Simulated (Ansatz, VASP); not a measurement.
Two plane-wave programs on Si2W

File INCAR:

```
SYSTEM = Si2W
  PREC = Accurate
  ENCUT = 520
  EDIFF = 1E-7
  ISMEAR = 0
  SIGMA = 0.15
  LREAL = .FALSE.
  LASPH = .TRUE.
  NELM = 100
  ALGO = Normal
  ISIF = 2
  LWAVE = .FALSE.
  LCHARG = .TRUE.
  GGA = CA
  LELF = .TRUE.
  LVHAR = .TRUE.
  NBANDS = 18
```

Contents of KPOINTS:

```
regular mesh
0
G
  18 18 18
  0 0 0
```

The input POSCAR:

```
Si2W
1.0
   -1.5292622200      1.5292622200      4.2161759406
    1.5292622200     -1.5292622200      4.2161759406
    1.5292622200      1.5292622200     -4.2161759406
Si W
2 1
Direct
    0.3132170575      0.3132170575      0.0000000000
    0.6867829425      0.6867829425      0.0000000000
    0.0000000000      0.0000000000      0.0000000000
```

Input for Ansatz:

```yaml
crystal:
  lattice:
    - [-1.52926222, 1.52926222, 4.2161759406]
    - [1.52926222, -1.52926222, 4.2161759406]
    - [1.52926222, 1.52926222, -4.2161759406]
  atoms:
    - { symbol: Si, position: [0.3132170575, 0.3132170575, 0.0] }
    - { symbol: Si, position: [0.6867829425, 0.6867829425, 0.0] }
    - { symbol: W, position: [0.0, 0.0, 0.0] }
basis:
  ecutwfc: 420
kpoints:
  mp_grid: { grid: [18, 18, 18] }
hamiltonian:
  xc: lda
  pseudopotentials: { kind: paw, azcp: { folder: soft_1 } }
scf:
  occupations: { method: gaussian, width: 0.15 }
output:
  forces: true
  stress: true
  eigenvalues: true
  write_density: true
  write_potential: true
  elf: true
  volumetric_format: npy
```

Alike in both runs: task single point; functional LDA; k mesh 18 × 18 × 18; occupations gaussian, width 0.15 eV; no spin polarisation.

|  | VASP | Ansatz |
| --- | --- | --- |
| version | VASP 6.6.1 | Ansatz 0.2.0 |
| potentials or method | VASP PAW LDA potentials, release 64 (Si, W_sv), cutoff 520 eV | scalar-relativistic, plane waves, PAW |
| valence electrons in the cell | 22 | 22 |

|  | VASP | Ansatz | Ansatz less VASP |
| --- | --- | --- | --- |
| gap on the k mesh at the Fermi level (eV) | none | none | - |
| pressure (GPa) | 0.7 | 0.0 | -0.66 |
| traceless stress, the component that is largest in VASP (GPa) | -28.38 | -28.47 | -0.092 |
| rms of the force components (eV/Å) | 1.156 | 1.162 | +0.0060 |

Ansatz warns that its potentials were made for another functional, while VASP's fit it. LDA's correlation is that of Perdew and Zunger in VASP and of Perdew and Wang (1992) in Ansatz. Atom by atom the forces differ by 0.006 eV/Å (rms over components). A gap of «none» marks a metal or a gap that the smearing closes.

Neither program's run includes spin-orbit coupling.
